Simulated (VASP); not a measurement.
Wanted: the native input for a VASP 6.6.1 run.

```
Task                   : relaxation of cell and atoms
Functional             : PBEsol
Potentials or basis    : VASP PAW PBE potentials, release 64 (K_sv, I)
Cutoff                 : 600 eV
k mesh                 : 6 × 6 × 6
Occupations            : gaussian, width 0.01 eV
Spin                   : no spin polarisation
Target pressure        : 2 GPa
Dipole correction      : no
Further INCAR settings : ALGO = Normal; EDIFF = 1e-07; IBRION = 2; EDIFFG = -0.002; NSW = 100; ISIF = 3
```

The structure of KI lies in POSCAR:

```
KI
1.0
    3.5024841933      3.5024841933      0.0000000000
   -3.5024841933      3.5024841933      0.0000000000
    0.0000000000      3.5024841933      3.5024841933
K I
1 1
Direct
    0.0000000000      0.0000000000      0.0000000000
    0.5000000000      0.5000000000      0.0000000000
```

These files were run (other wordings do the same):

INCAR

```
PREC = Accurate
ENCUT = 600
EDIFF = 1E-7
ISMEAR = 0
SIGMA = 0.01
LREAL = F
LASPH = T
NELM = 60
ALGO = Normal
ISIF = 3
LWAVE = F
LCHARG = F
GGA = PS
IBRION = 2
NSW = 100
EDIFFG = -0.002
PSTRESS = 20.0
```

KPOINTS

```
regular mesh
0
Gamma
  6 6 6
```

Potentials or basis: VASP PAW PBE potentials, release 64 (K_sv, I).

Run with:

```console
$ cat potpaw_PBE.64/K_sv/POTCAR potpaw_PBE.64/I/POTCAR > POTCAR
$ mpirun -np 1 vasp_std > vasp.out
```

Results of the run:

The relaxed volume is 38.22 Å³/atom. The relaxed cell is a = 4.764 Å, b = 4.764 Å, c = 4.764 Å, α = 60.00°, β = 60.00°, γ = 90.00°. The space group after relaxing (to 0.05 Å) is Fm-3m (No. 225), the energy change on relaxing (the enthalpy is what falls) is +27.4 meV/atom and the ionic steps are 4. The pressure after relaxing is 2.0 GPa and the band gap on the k mesh is 4.15 eV, direct.

Caveat: the cell is relaxed towards a set pressure, so the enthalpy falls and the energy may rise; the PAW data sets were made with another functional, which shifts forces and pressure a little; spin-orbit coupling is left out, which moves the levels of the heavy elements.

Run time: 98 s on 1 thread of Intel Xeon 6975P-C (shared host), peak memory 0.25 GiB.
